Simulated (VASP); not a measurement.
# NaF (I4/mmm) in VASP: further runs

The runs below take NaF through single point, with PBEsol.

All numbers are computed with VASP 6.6.1; they aren't measurements. Logs are shortened: lines on timing, memory, paths and dates and some standing lists are left out, and cuts for length are marked.

### 1 The cell of the first run

Symmetry: I4/mmm, No. 139, tetragonal system. The conventional cell has a = 3.469 Å, b = 3.469 Å, c = 4.169 Å, α = 90.00°, β = 90.00°, γ = 90.00°. Within 2.8 Å of Na (site symmetry 4/mmm) lie 6 F at 2.08 to 2.45 Å. F (site symmetry 4/mmm) has 6 Na at 2.08 to 2.45 Å within 2.8 Å.

### 2 Single point, PBEsol

INCAR reads:

```
PREC = Accurate ; ENCUT = 520
EDIFF = 1E-7 ; ISMEAR = 0
SIGMA = 0.05 ; LREAL = False
LASPH = True ; NELM = 60
ALGO = Normal ; ISIF = 2
LWAVE = False ; LCHARG = False
GGA = PS ; NBANDS = 14
```

KPOINTS reads:

```
Automatic mesh
0
Gamma
  10 10 10
```

POSCAR reads:

```
NaF
1.0
    0.0000000000      2.4526315871      2.0847368491
    2.4526315871      0.0000000000      2.0847368491
    2.4526315871      2.4526315871      0.0000000000
Na F
1 1
Direct
    0.0000000000      0.0000000000      0.0000000000
    0.5000000000      0.5000000000      0.5000000000
```

Potentials or basis: VASP PAW PBE potentials, release 64 (Na_pv, F).

Run with:

```console
$ cat potpaw_PBE.64/Na_pv/POTCAR potpaw_PBE.64/F/POTCAR > POTCAR
$ mpirun -np 1 vasp_std > vasp.out
```

OUTCAR:

```text
PREC = Accurate
   ENCUT = 520
   EDIFF = 1E-7
   ISMEAR = 0
   LREAL = False
   LASPH = True
   NELM = 60
   ISIF = 2
   GGA = PS

 ion  position               nearest neighbor table
   1  0.000  0.000  0.000-   2 2.08   2 2.08
   2  0.500  0.500  0.500-   1 2.08   1 2.08

  LATTYP: Found a body centered tetragonal cell.
 ALAT       =     3.4685448540
 C/A-ratio  =     1.2020815281

  Lattice vectors:

 A1 = (   0.0000000000,  -2.4526315871,  -2.0847368491)
 A2 = (   0.0000000000,   2.4526315871,  -2.0847368491)
 A3 = (   2.4526315871,   0.0000000000,   2.0847368491)

Analysis of symmetry for initial positions (statically):
=====================================================================
 Subroutine PRICEL returns:
 Original cell was already a primitive cell.

 Routine SETGRP: Setting up the symmetry group for a
 body centered tetragonal supercell.

 Subroutine GETGRP returns: Found 16 space group operations
 (whereof 16 operations were pure point group operations)
 out of a pool of 16 trial point group operations.

The static configuration has the point symmetry D_4h.

Analysis of symmetry for dynamics (positions and initial velocities):
=====================================================================
 Subroutine PRICEL returns:
 Original cell was already a primitive cell.

 Routine SETGRP: Setting up the symmetry group for a
 body centered tetragonal supercell.

 Subroutine GETGRP returns: Found 16 space group operations
 (whereof 16 operations were pure point group operations)
 out of a pool of 16 trial point group operations.

The dynamic configuration has the point symmetry D_4h.

 Subroutine INISYM returns: Found 16 space group operations
 (whereof 16 operations are pure point group operations),
 and found     1 'primitive' translations

----------------------------------------------------------------------------------------

                                     Primitive cell

  volume of cell :      25.0811

  direct lattice vectors                    reciprocal lattice vectors
     0.000000000  2.452631587  2.084736849    -0.203862660  0.203862660  0.239838424
     2.452631587  0.000000000  2.084736849     0.203862660 -0.203862660  0.239838424
     2.452631587  2.452631587  0.000000000     0.203862660  0.203862660 -0.239838424

  length of vectors
     3.218932965  3.218932965  3.468544854     0.375023250  0.375023250  0.375023250

[... 83 lines left out ...]
   NSW    =      0    number of steps for IOM
   IBRION =     -1    ionic relax: 0-MD 1-quasi-New 2-CG
   NFREE  =      0    steps in history (QN), initial steepest desc. (CG)
   ISIF   =      2    stress and relaxation
   ISYM   =      2    0-nonsym 1-usesym 2-fastsym
   POTIM  = 0.5000    time-step for ionic-motion
   TEBEG  =    0.0;   TEEND  =   0.0 temperature during run
   PSTRESS=    0.0 pullay stress
   NELECT =      14.0000    total number of electrons
   NUPDOWN=      -1.0000    fix difference up-down
   EMIN   =  10.00;   EMAX   =-10.00  energy-range for DOS
   EFERMI =   0.00;   METHOD = LEGACY
   ISMEAR =     0;   SIGMA  =   0.05  broadening in eV -4-tet -1-fermi 0-gaus
   EFERMI_NEDOS =   21; number of points for ismear=-14 and -15
   IALGO  =     38    algorithm
   IMIX   =      4    mixing-type and parameters
     AMIX     =   0.40;   BMIX     =  1.00
     AMIX_MAG =   1.60;   BMIX_MAG =  1.00
  volume/ion in A,a.u.               =      12.54        84.63
  Fermi-wavevector in a.u.,A,eV,Ry     =   1.347935  2.547227 24.720809  1.816928
  Thomas-Fermi vector in A             =   2.475645
   LORBIT       =      0    0 simple, 1 ext, 2 COOP (PROOUT), +10 PAW based schemes
   GGA     = PS    functional components
   LHFCALC =     F    Hartree Fock is set to
   AEXX    =    0.0000 exact exchange contribution
   IVDW    =     0    specifies the selected vdW correction
   LEPSILON=     F    determine dielectric tensor
   LRPA    =     F    only Hartree local field effects (RPA)
 non-spin polarized calculation
 Gauss-broadening in eV      SIGMA  =   0.05
  energy-cutoff  :      520.00
  volume of cell :       25.08
 maximum number of plane-waves:       700
   NGX = 11   NGY = 11   NGZ = 13

 number of electron      13.9999995 magnetization

 Free energy of the ion-electron system (eV)
  ---------------------------------------------------
  ext. energy  EPLUGINS =         0.00000000
  ---------------------------------------------------
  free energy    TOTEN  =        -8.62879712 eV

  energy without entropy =       -8.62879712  energy(sigma->0) =       -8.62879712

 E-fermi :  -1.9252     XC(G=0):  -9.2523

 val. band max:       -2.2132609371   @ k =   0.0000   0.0000   0.0000
 cond. band min:       3.8592023178   @ k =   0.0000   0.0000   0.0000
 fundamental gap:      6.0724632550
 Fermi energy:        -1.9251762334

 k-point     1 :       0.0000    0.0000    0.0000
  band No.  band energies     occupation
      1     -21.2899      2.00000
      2     -20.9309      2.00000
      3     -20.9309      2.00000
      4     -20.9071      2.00000
      5      -2.2173      2.00000
      6      -2.2173      2.00000
      7      -2.2133      2.00000
      8       3.8592      0.00000
      9      16.4641      0.00000
     10      16.4641      0.00000
     11      17.5851      0.00000
     12      19.3879      0.00000
     13      19.5468      0.00000
     14      23.2547      0.00000
[... 377 lines left out ...]
      1     -21.7621      2.00000
      2     -20.9928      2.00000
      3     -20.9912      2.00000
      4     -20.2345      2.00000
      5      -3.3525      2.00000
      6      -2.7137      2.00000
      7      -2.6951      2.00000
      8       8.6516      0.00000
      9      10.6084      0.00000
     10      15.8489      0.00000
     11      16.1123      0.00000
     12      16.6524      0.00000
     13      22.9989      0.00000
     14      24.2716      0.00000

 [... further k-points ...]
[... 5 lines left out ...]
  --------------------------------------------------------------------------------------
  -------------------------------------------------------------------------------------
  Total       -0.4895811     -0.4895811      2.4980176      0.0000000      0.0000000      0.0000000
  in kB      -31.2744262    -31.2744262    159.5732920      0.0000000      0.0000000      0.0000000
  external PRESSURE =      32.3414798 kB  Pullay stress =       0.0000000 kB

 VOLUME and BASIS-vectors are now :
 -----------------------------------------------------------------------------
  energy-cutoff  :      520.00
  volume of cell :       25.08
      direct lattice vectors                 reciprocal lattice vectors
     0.000000000  2.452631587  2.084736849    -0.203862660  0.203862660  0.239838424
     2.452631587  0.000000000  2.084736849     0.203862660 -0.203862660  0.239838424
     2.452631587  2.452631587  0.000000000     0.203862660  0.203862660 -0.239838424

 POSITION                                       TOTAL-FORCE (eV/Angst)
 -----------------------------------------------------------------------------------
      0.00000      0.00000      0.00000         0.000000      0.000000      0.000000
      2.45263      2.45263      2.08474        -0.000000      0.000000     -0.000000
 -----------------------------------------------------------------------------------
    total drift:                                0.000000     -0.000000      0.000000

  FREE ENERGIE OF THE ION-ELECTRON SYSTEM (eV)
  ---------------------------------------------------
  free  energy   TOTEN  =        -8.6287971153 eV

  energy  without entropy=       -8.6287971153  energy(sigma->0) =       -8.62879712
```

It took 12 s on 1 thread of Intel Xeon 6975P-C (Granite Rapids), shared host; peak memory 0.15 GiB.

Results:

- Free energy: -8.6288 eV
- Pressure: 3.2 GPa
- Band gap on the k mesh: 6.07 eV

Caveat: the cell stands under pressure; the PAW data sets were made with another functional, which shifts forces and pressure a little. A k mesh can miss the band edges.

### 3 Single point, PBEsol

This run uses another cell than the first one, of the same volume but with other edges.

INCAR reads:

```
PREC = Accurate
ENCUT = 520
EDIFF = 1E-6
ISMEAR = 0
SIGMA = 0.05
LREAL = False
LASPH = True
NELM = 100
ALGO = Normal
ISIF = 2
LWAVE = False
LCHARG = True
GGA = PS
LELF = True
LVHAR = True
NBANDS = 14
```

KPOINTS reads:

```
regular mesh
0
Gamma
  10 10 10
```

POSCAR reads:

```
NaF
1.0
    0.0000000000      2.1863090059      2.6235708071
    2.1863090059      0.0000000000      2.6235708071
    2.1863090059      2.1863090059      0.0000000000
Na F
1 1
Direct
    0.0000000000      0.0000000000      0.0000000000
    0.5000000000      0.5000000000      0.5000000000
```

Potentials or basis: VASP PAW PBE potentials, release 64 (Na_pv, F).

Run with:

```console
$ cat potpaw_PBE.64/Na_pv/POTCAR potpaw_PBE.64/F/POTCAR > POTCAR
$ mpirun -np 1 vasp_std > vasp.out
```

It took 16 s on 1 thread of Intel Xeon 6975P-C (Granite Rapids), shared host; peak memory 0.16 GiB.

The run converged. Its results:

```yaml
Free_energy: -8.6541 eV
Pressure: 3.1 GPa
Band_gap_on_the_k_mesh: 6.07 eV
```

Stress tensor (GPa, compression positive):
```
 6.91  0.00  0.00
 0.00  6.91  0.00
 0.00  0.00 -4.68
```

Levels at points of the mesh, in eV from the valence-band top:
```tsv
k point	band 3	band 4	band 5	band 6	band 7	band 8	band 9	band 10	band 11	band 12
(0.00, 0.00, 0.00)	-18.68	-18.68	-0.06	0.00	0.00	6.07	18.17	19.55	19.55	21.64
(0.50, 0.00, 0.00)	-18.66	-17.80	-1.64	-0.38	-0.21	10.53	12.19	18.67	21.42	21.83
(0.50, 0.50, 0.00)	-18.70	-18.70	-1.43	-0.22	-0.22	11.40	13.21	14.31	21.09	21.09
(0.50, 0.00, 0.50)	-18.79	-18.78	-1.20	-0.65	-0.35	12.76	13.74	13.75	18.18	19.91
```

Caveat: the cell stands under pressure; the PAW data sets were made with another functional, which shifts forces and pressure a little. A k mesh can miss the band edges.

### 4 Single point, PBEsol

This run uses another cell than the first one, of the same volume but with other edges.

INCAR reads:

```
SYSTEM = NaF
PREC = Accurate ; ENCUT = 520
EDIFF = 1E-6 ; ISMEAR = 0
SIGMA = 0.05 ; LREAL = .FALSE.
LASPH = .TRUE. ; NELM = 80
ALGO = Normal ; ISIF = 2
LWAVE = .FALSE. ; LCHARG = .TRUE.
GGA = PS ; LELF = .TRUE.
LVHAR = .TRUE. ; NBANDS = 14
```

KPOINTS reads:

```
Automatic mesh
0
G
  10 10 10
  0 0 0
```

POSCAR reads:

```
NaF
1.0
    0.0000000000      2.5239093830      1.9686493187
    2.5239093830      0.0000000000      1.9686493187
    2.5239093830      2.5239093830      0.0000000000
Na F
1 1
Direct
    0.0000000000      0.0000000000      0.0000000000
    0.5000000000      0.5000000000      0.5000000000
```

Potentials or basis: VASP PAW PBE potentials, release 64 (Na_pv, F).

Run with:

```console
$ cat potpaw_PBE.64/Na_pv/POTCAR potpaw_PBE.64/F/POTCAR > POTCAR
$ mpirun -np 1 vasp_std > vasp.out
```

OUTCAR:

```text
SYSTEM = NaF
   PREC = Accurate
   ENCUT = 520
   EDIFF = 1E-6
   ISMEAR = 0
   LREAL = .FALSE.
   LASPH = .TRUE.
   NELM = 80
   ISIF = 2
   GGA = PS

 ion  position               nearest neighbor table
   1  0.000  0.000  0.000-   2 1.97   2 1.97
   2  0.500  0.500  0.500-   1 1.97   1 1.97

  LATTYP: Found a body centered tetragonal cell.
 ALAT       =     3.5693468796
 C/A-ratio  =     1.1030865786

  Lattice vectors:

 A1 = (   0.0000000000,  -2.5239093830,  -1.9686493187)
[... 594 lines left out ...]
------------------------ aborting loop because EDIFF is reached ----------------------------------------

  FORCE on cell =-STRESS in cart. coord.  units (eV):
  Direction    XX          YY          ZZ          XY          YZ          ZX
  --------------------------------------------------------------------------------------
  -------------------------------------------------------------------------------------
  Total       -0.5512443     -0.5512443      5.3940623      0.0000000      0.0000000      0.0000000
  in kB      -35.2134709    -35.2134709    344.5725430      0.0000000      0.0000000      0.0000000
  external PRESSURE =      91.3818671 kB  Pullay stress =       0.0000000 kB

 VOLUME and BASIS-vectors are now :
 -----------------------------------------------------------------------------
  energy-cutoff  :      520.00
  volume of cell :       25.08
      direct lattice vectors                 reciprocal lattice vectors
     0.000000000  2.523909383  1.968649319    -0.198105369  0.198105369  0.253981242
     2.523909383  0.000000000  1.968649319     0.198105369 -0.198105369  0.253981242
     2.523909383  2.523909383  0.000000000     0.198105369  0.198105369 -0.253981242

 POSITION                                       TOTAL-FORCE (eV/Angst)
 -----------------------------------------------------------------------------------
      0.00000      0.00000      0.00000         0.000000     -0.000000      0.000000
      2.52391      2.52391      1.96865        -0.000000      0.000000      0.000000
 -----------------------------------------------------------------------------------
    total drift:                                0.000000     -0.000000      0.000000

  FREE ENERGIE OF THE ION-ELECTRON SYSTEM (eV)
  ---------------------------------------------------
  free  energy   TOTEN  =        -8.3791000143 eV

  energy  without entropy=       -8.3791000143  energy(sigma->0) =       -8.37910001
```

Run time: 13 s. Hardware: 1 thread of Intel Xeon 6975P-C (Granite Rapids), shared host; peak memory 0.15 GiB.

Results:

* Free energy: -8.3791 eV
* Pressure: 9.1 GPa
* Band gap on the k mesh: 5.94 eV

Caveat: the cell stands under pressure; the PAW data sets were made with another functional, which shifts forces and pressure a little. A k mesh can miss the band edges.

### 5 Summary

| cell | gap on the mesh (eV) | pressure (GPa) |
| --- | --- | --- |
| a = 3.219, b = 3.219, c = 3.469 Å, angles 57.4, 57.4, 65.2°, 2 atoms | 6.07 | 3.2 |
| a = 3.415, b = 3.415, c = 3.092 Å, angles 63.1, 63.1, 53.8°, 2 atoms | 6.07 | 3.1 |
| a = 3.201, b = 3.201, c = 3.569 Å, angles 56.1, 56.1, 67.8°, 2 atoms | 5.94 | 9.1 |

Alike in all rows: task single point; level PBEsol; potentials or basis VASP PAW PBE potentials, release 64 (Na_pv, F); no spin polarisation; k mesh 10 × 10 × 10; cutoff (eV) 520; smearing gaussian 0.05 eV.

Caveats: the cell stands under pressure; the PAW data sets were made with another functional, which shifts forces and pressure a little.

Total energies depend on the potentials used, so only differences within one code and one set of settings carry meaning.
